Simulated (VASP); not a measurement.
Here is a VASP 6.6.1 calculation.

INCAR

```
SYSTEM = Si3N4
  PREC = Accurate
  ENCUT = 600
  EDIFF = 1E-7
  ISMEAR = 0
  SIGMA = 0.02
  LREAL = .False.
  LASPH = .True.
  NELM = 80
  ALGO = Normal
  ISIF = 3
  LWAVE = .False.
  LCHARG = .False.
  IBRION = 2
  NSW = 100
  EDIFFG = -0.002
```

KPOINTS

```
Automatic mesh
0
Gamma
  6 6 6
  0 0 0
```

Contents of POSCAR:

```
Si3N4
1.0
    0.0000000000      3.8439113906      3.8439113906
    3.8439113906      0.0000000000      3.8439113906
    3.8439113906      3.8439113906      0.0000000000
Si N
6 8
Direct
    0.6250000000      0.6250000000      0.1250000000
    0.6250000000      0.1250000000      0.6250000000
    0.1250000000      0.6250000000      0.6250000000
    0.6250000000      0.6250000000      0.6250000000
    0.2500000000      0.2500000000      0.2500000000
    0.0000000000      0.0000000000      0.0000000000
    0.8675748384      0.8675748384      0.8675748384
    0.8527245152      0.3824251616      0.3824251616
    0.3824251616      0.3824251616      0.8527245152
    0.3824251616      0.8527245152      0.3824251616
    0.8675748384      0.8675748384      0.3972754848
    0.8675748384      0.3972754848      0.8675748384
    0.3824251616      0.3824251616      0.3824251616
    0.3972754848      0.8675748384      0.8675748384
```

Potentials or basis: VASP PAW LDA potentials, release 64 (Si, N).

The run is started by

```sh
$ cat potpaw_LDA.64/Si/POTCAR potpaw_LDA.64/N/POTCAR > POTCAR
$ mpirun -np 1 vasp_std > vasp.out
```

(1) What does it give for the relaxed volume?

(2) Estimate the space group after relaxing (to 0.1 Å).

(3) Predict the relaxed cell.

(4) What does it give for the band gap on the k mesh?

Results:

(1) 8.14 Å³/atom.

(2) Fd-3m (No. 227).

(3) a = 5.442 Å, b = 5.442 Å, c = 5.442 Å, α = 60.00°, β = 60.00°, γ = 60.00°.

(4) 3.34 eV (least direct gap 3.37 eV).
